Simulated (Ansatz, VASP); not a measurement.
ZrB2 in VASP and in Ansatz

File INCAR:

```
SYSTEM = ZrB2
ALGO = Normal
EDIFF = 1E-7
EDIFFG = -0.01
ENCUT = 600
GGA = PE
IBRION = 2
ISIF = 3
ISMEAR = 0
LASPH = .True.
LCHARG = .False.
LREAL = .False.
LWAVE = .False.
NELM = 80
NSW = 100
PREC = Accurate
SIGMA = 0.1
```

Contents of KPOINTS:

```
k-points
0
Gamma
  12 12 12
  0 0 0
```

Contents of POSCAR:

```
ZrB2
1.0
    1.9892750268      1.1485084722      5.3623905145
   -1.9892750268      1.1485084722      5.3623905145
    0.0000000000     -2.2970169445      5.3623905145
Zr B
2 4
Direct
    0.2452158269      0.2452158269      0.2452158269
    0.7547841731      0.7547841731      0.7547841731
    0.5000000000      0.5000000000      0.5000000000
    0.0000000000      0.0000000000      0.0000000000
    0.1006334765      0.1006334765      0.1006334765
    0.8993665235      0.8993665235      0.8993665235
```

Input for Ansatz:

```yaml
crystal:
  lattice:
    - [1.9892750268, 1.1485084722, 5.3623905145]
    - [-1.9892750268, 1.1485084722, 5.3623905145]
    - [0.0, -2.2970169445, 5.3623905145]
  atoms:
    - { symbol: Zr, position: [0.2452158269, 0.2452158269, 0.2452158269] }
    - { symbol: Zr, position: [0.7547841731, 0.7547841731, 0.7547841731] }
    - { symbol: B, position: [0.5, 0.5, 0.5] }
    - { symbol: B, position: [0.0, 0.0, 0.0] }
    - { symbol: B, position: [0.1006334765, 0.1006334765, 0.1006334765] }
    - { symbol: B, position: [0.8993665235, 0.8993665235, 0.8993665235] }
basis:
  ecutwfc: 420
kpoints:
  mp_grid: { grid: [12, 12, 12] }
hamiltonian:
  xc: pbe
scf:
  occupations: { method: gaussian, width: 0.1 }
output:
  forces: true
  stress: true
  eigenvalues: true
relax:
  adjacent_minimum: "off"
  f_tol: 0.01
  max_steps: 80
  cell: { stress_tol: 0.05 }
```

Alike in both runs: task relaxation of cell and atoms; functional PBE; k mesh 12 × 12 × 12; occupations gaussian, width 0.1 eV; no spin polarisation.

```csv
,VASP,Ansatz
version,VASP 6.6.1,Ansatz 0.2.0
potentials or method,"VASP PAW PBE potentials, release 64 (Zr_sv, B), cutoff 600 eV","scalar-relativistic, plane waves, PAW"
valence electrons in the cell,36,36
```

```tsv
	VASP	Ansatz	Ansatz less VASP
gap on the k mesh at the Fermi level, each at its own relaxed structure (eV)	none	none	-
relaxed volume (Å³/atom)	12.28	12.27	-0.011
relaxed length of the cell vector where the two differ most in proportion (Å)	5.837	5.835	-0.0012
```

A gap of «none» marks a metal or a gap that the smearing closes.
